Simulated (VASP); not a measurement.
# WSe3 (Pm-3m) in VASP: elastic constants with PBE

Aim: the elastic constants of WSe3 with PBE.

Program: VASP 6.6.1. These are calculated values, not measurements. Logs are shortened: lines on timing, memory, paths and dates and some standing lists are left out, and cuts for length are marked.

## Step 1: The cell of the first run

It takes space group Pm-3m (No. 221, cubic). The conventional cell has a = 4.948 Å, b = 4.948 Å, c = 4.948 Å, α = 90.00°, β = 90.00°, γ = 90.00°. Within 3.3 Å of W (site symmetry m-3m) lie 6 Se at 2.47 Å. Se (site symmetry 4/mmm) has 2 W at 2.47 Å within 3.3 Å.

## Step 2: Elastic constants, PBE

INCAR

```
PREC = Accurate
ENCUT = 600
EDIFF = 1E-8
ISMEAR = -1
SIGMA = 0.15
LREAL = False
LASPH = True
NELM = 60
ALGO = Normal
ISIF = 3
LWAVE = False
LCHARG = False
GGA = PE
NBANDS = 24
IBRION = 6
NFREE = 2
POTIM = 0.015
NSW = 1
KPAR = 4
```

KPOINTS

```
regular mesh
0
Gamma
  8 8 8
```

POSCAR

```
WSe3
1.0
    4.9476323480      0.0000000000      0.0000000000
    0.0000000000      4.9476323480      0.0000000000
    0.0000000000      0.0000000000      4.9476323480
W Se
1 3
Direct
    0.0000000000      0.0000000000      0.0000000000
    0.0000000000      0.0000000000      0.5000000000
    0.0000000000      0.5000000000      0.0000000000
    0.5000000000      0.0000000000      0.0000000000
```

Potentials or basis: VASP PAW PBE potentials, release 64 (W_sv, Se).

Started as:

```sh
> cat potpaw_PBE.64/W_sv/POTCAR potpaw_PBE.64/Se/POTCAR > POTCAR
> mpirun -np 4 vasp_std > vasp.out
```

OUTCAR:

```text
PREC = Accurate
   ENCUT = 600
   EDIFF = 1E-8
   ISMEAR = -1
   LREAL = False
   LASPH = True
   NELM = 60
   ISIF = 3
   GGA = PE
   IBRION = 6
   NFREE = 2
   POTIM = 0.015
   NSW = 1

 ion  position               nearest neighbor table
   1  0.000  0.000  0.000-   2 2.47   3 2.47   4 2.47   2 2.47   3 2.47   4 2.47
   2  0.000  0.000  0.500-   1 2.47   1 2.47
   3  0.000  0.500  0.000-   1 2.47   1 2.47
   4  0.500  0.000  0.000-   1 2.47   1 2.47

  LATTYP: Found a simple cubic cell.
 ALAT       =     4.9476323480

  Lattice vectors:

 A1 = (   4.9476323480,   0.0000000000,   0.0000000000)
 A2 = (   0.0000000000,   4.9476323480,   0.0000000000)
 A3 = (   0.0000000000,   0.0000000000,   4.9476323480)

Analysis of symmetry for initial positions (statically):
=====================================================================
 Subroutine PRICEL returns:
 Original cell was already a primitive cell.

 Routine SETGRP: Setting up the symmetry group for a
 simple cubic supercell.

 Subroutine GETGRP returns: Found 48 space group operations
 (whereof 48 operations were pure point group operations)
 out of a pool of 48 trial point group operations.

The static configuration has the point symmetry O_h .

Analysis of symmetry for dynamics (positions and initial velocities):
=====================================================================
 Subroutine PRICEL returns:
 Original cell was already a primitive cell.

 Routine SETGRP: Setting up the symmetry group for a
 simple cubic supercell.

 Subroutine GETGRP returns: Found 48 space group operations
 (whereof 48 operations were pure point group operations)
 out of a pool of 48 trial point group operations.

[... 367 lines left out ...]
      4     -37.1912      2.00000
      5     -11.8805      2.00000
      6     -10.4377      2.00000
[... 637 lines left out ...]
     23      10.0718      0.00000
     24      10.2208      0.00000

 [... further k-points ...]

------------------------ aborting loop because EDIFF is reached ----------------------------------------

  FORCE on cell =-STRESS in cart. coord.  units (eV):
  Direction    XX          YY          ZZ          XY          YZ          ZX
  --------------------------------------------------------------------------------------
  -------------------------------------------------------------------------------------
  Total        0.0927665      0.0927665      0.1126651      0.0000000      0.0000000     -0.0000000
  in kB        1.2271835      1.2271835      1.4904172      0.0000000      0.0000000     -0.0000000
  external PRESSURE =       1.3149281 kB  Pullay stress =       0.0000000 kB
[... 19 lines left out ...]
  FREE ENERGIE OF THE ION-ELECTRON SYSTEM (eV)
  ---------------------------------------------------
  free  energy   TOTEN  =       -22.7267842239 eV

  energy  without entropy=      -22.5235209461  energy(sigma->0) =      -22.62515259

 INTERNAL STRAIN TENSORS FROM STRAINED CELLS
 ============================================

 INTERNAL STRAIN TENSOR FOR ION    1 for displacements in x,y,z  (eV/Angst):
          X           Y           Z          XY          YZ          ZX
  --------------------------------------------------------------------------------
  x     0.00000     0.00000     0.00000     0.00000     0.00000    -0.00000
  y     0.00000     0.00000     0.00000     0.00000     0.00000     0.00000
  z     0.00000     0.00000     0.00000     0.00000     0.00000     0.00000

 INTERNAL STRAIN TENSORS FROM DISPLACED ATOMS
 ============================================

 INTERNAL STRAIN TENSOR FOR ION    1 for displacements in x,y,z  (eV/Angst):
          X           Y           Z          XY          YZ          ZX
  --------------------------------------------------------------------------------
  x     0.00000     0.00000     0.00000     0.00000     0.00000     0.00000
  y     0.00000     0.00000     0.00000     0.00000     0.00000     0.00000
  z     0.00000     0.00000     0.00000     0.00000     0.00000     0.00000

 INTERNAL STRAIN TENSOR FOR ION    4 for displacements in x,y,z  (eV/Angst):
          X           Y           Z          XY          YZ          ZX
  --------------------------------------------------------------------------------
  x     0.00000     0.00000     0.00000     0.00000     0.00000     0.00000
  y     0.00000     0.00000     0.00000     0.00000     0.00000     0.00000
  z     0.00000     0.00000     0.00000     0.00000     0.00000     0.00000

 Eigenvectors and eigenvalues of the dynamical matrix
 ----------------------------------------------------

   1 f  =    6.719295 THz    42.218576 2PiTHz  224.131560 cm-1    27.788759 meV
             X         Y         Z           dx          dy          dz
      0.000000  0.000000  0.000000     0.278000   -0.028631    0.000000
      0.000000  0.000000  2.473816     0.235477   -0.024252    0.000000
      0.000000  2.473816  0.000000     0.235477    0.092192   -0.000000
      2.473816  0.000000  0.000000    -0.895166   -0.024252    0.000000
[... 71 lines left out ...]
  12 f/i=    1.743100 THz    10.952219 2PiTHz   58.143549 cm-1     7.208878 meV
             X         Y         Z           dx          dy          dz
      0.000000  0.000000  0.000000     0.033988    0.160937   -0.675177
      0.000000  0.000000  2.473816    -0.024806   -0.117459    0.049572
      0.000000  2.473816  0.000000    -0.024806   -0.011816    0.492774
      2.473816  0.000000  0.000000    -0.002495   -0.117459    0.492774

--------------------------------------------------------------------------------------------------------

 ELASTIC MODULI CONTR FROM IONIC RELAXATION (kBar)
 Direction    XX          YY          ZZ          XY          YZ          ZX
 --------------------------------------------------------------------------------
 XX           0.0000      0.0000      0.0000      0.0000      0.0000      0.0000
 YY           0.0000      0.0000      0.0000      0.0000      0.0000      0.0000
 ZZ           0.0000      0.0000      0.0000      0.0000      0.0000      0.0000
 XY           0.0000      0.0000      0.0000      0.0000      0.0000      0.0000
 YZ           0.0000      0.0000      0.0000      0.0000      0.0000      0.0000
 ZX           0.0000      0.0000      0.0000      0.0000      0.0000      0.0000
 --------------------------------------------------------------------------------

 TOTAL ELASTIC MODULI (kBar)
 Direction    XX          YY          ZZ          XY          YZ          ZX
 --------------------------------------------------------------------------------
 XX        1656.7971    292.2181    292.2181      0.0000     -0.0000     -0.0000
 YY         292.2181   1656.7971    292.2181     -0.0000     -0.0000      0.0000
 ZZ         292.2181    292.2181   1656.7971      0.0000     -0.0000      0.0000
 XY           0.0000     -0.0000      0.0000    154.0933      0.0000      0.0000
 YZ          -0.0000     -0.0000     -0.0000      0.0000    154.0933      0.0000
 ZX          -0.0000      0.0000      0.0000      0.0000      0.0000    154.0933
 --------------------------------------------------------------------------------
```

OSZICAR:

```text
N       E                     dE             d eps       ncg     rms          rms(c)
DAV:   1     0.241589673949E+03    0.24159E+03   -0.15428E+04  1776   0.134E+03
[... 272 lines left out ...]
DAV:   3    -0.227267921412E+02    0.19824E-03   -0.68914E-04  4240   0.169E-01    0.430E-02
DAV:   4    -0.227267848163E+02    0.73249E-05   -0.73845E-05  4304   0.584E-02    0.172E-02
DAV:   5    -0.227267842095E+02    0.60676E-06   -0.65350E-06  5080   0.225E-02    0.460E-03
DAV:   6    -0.227267841073E+02    0.10220E-06   -0.82035E-07  4352   0.694E-03    0.222E-03
DAV:   7    -0.227267841991E+02   -0.91811E-07   -0.26316E-07  4224   0.288E-03    0.740E-04
DAV:   8    -0.227267842212E+02   -0.22056E-07   -0.38905E-08  4464   0.143E-03    0.464E-04
DAV:   9    -0.227267842239E+02   -0.27376E-08   -0.66512E-09  3032   0.541E-04
  19 F= -.22726784E+02 E0= -.22625153E+02  d E =-.203263E+00
```

stdout:

```text
POSCAR found type information on POSCAR W Se
 POSCAR found :  2 types and       4 ions
 scaLAPACK will be used
 LDA part: xc-table for (Slater+PW92), standard interpolation
 POSCAR, INCAR and KPOINTS ok, starting setup
 FFT: planning ... GRIDC
 FFT: planning ... GRID_SOFT
 FFT: planning ... GRID
 WAVECAR not read
 entering main loop
 Found     3 degrees of freedom:
 Adding 6 more for cell shape distortion
 Finite differences POTIM= 0.01500 DOF=   9
 bond charge predicted
 Finite differences progress:
 bond charge predicted
 Finite differences progress:
 bond charge predicted
 Finite differences progress:
 bond charge predicted
 Finite differences progress:
 bond charge predicted
 Finite differences progress:
 bond charge predicted
 Finite differences progress:
 bond charge predicted
 Finite differences progress:
 bond charge predicted
 Finite differences progress:
 bond charge predicted
 Finite differences progress:
 bond charge predicted
 Finite differences progress:
 bond charge predicted
 Finite differences progress:
 bond charge predicted
 Finite differences progress:
 bond charge predicted
 Finite differences progress:
 bond charge predicted
 Finite differences progress:
 bond charge predicted
 Finite differences progress:
 bond charge predicted
 Finite differences progress:
 bond charge predicted
 Finite differences progress:
 bond charge predicted
 Finite differences progress:
```

Run time: 29 min. Hardware: 4 MPI ranks of Oxide Virtual Turin-like, shared host; peak memory 0.92 GiB.

Results:

```yaml
Elastic_constants_C11_C12_C44: 166, 29, 15 GPa
Voigt_bulk_modulus: 75 GPa
Highest_phonon_frequency_at_Γ_LO-TO_splitting_left_out: 224 cm⁻¹
Most_unstable_mode: 58i cm⁻¹
```

Phonon frequencies in cm⁻¹ (negative: imaginary):
```tsv
q point	frequencies
(0.000, 0.000, 0.000)	-58 -58 -58 0 0 0 38 38 38 224 224 224
```

Elastic tensor in Voigt notation (GPa, in the Cartesian axes of the cell as first typed):
```
166  29  29   0   0   0
 29 166  29   0   0   0
 29  29 166   0   0   0
  0   0   0  15   0   0
  0   0   0   0  15   0
  0   0   0   0   0  15
```

Clamped-ion elastic tensor (GPa):
```
166  29  29   0   0   0
 29 166  29   0   0   0
 29  29 166   0   0   0
  0   0   0  15   0   0
  0   0   0   0  15   0
  0   0   0   0   0  15
```

Caveat: some modes are imaginary; spin-orbit coupling is left out, which moves the levels of the heavy elements.
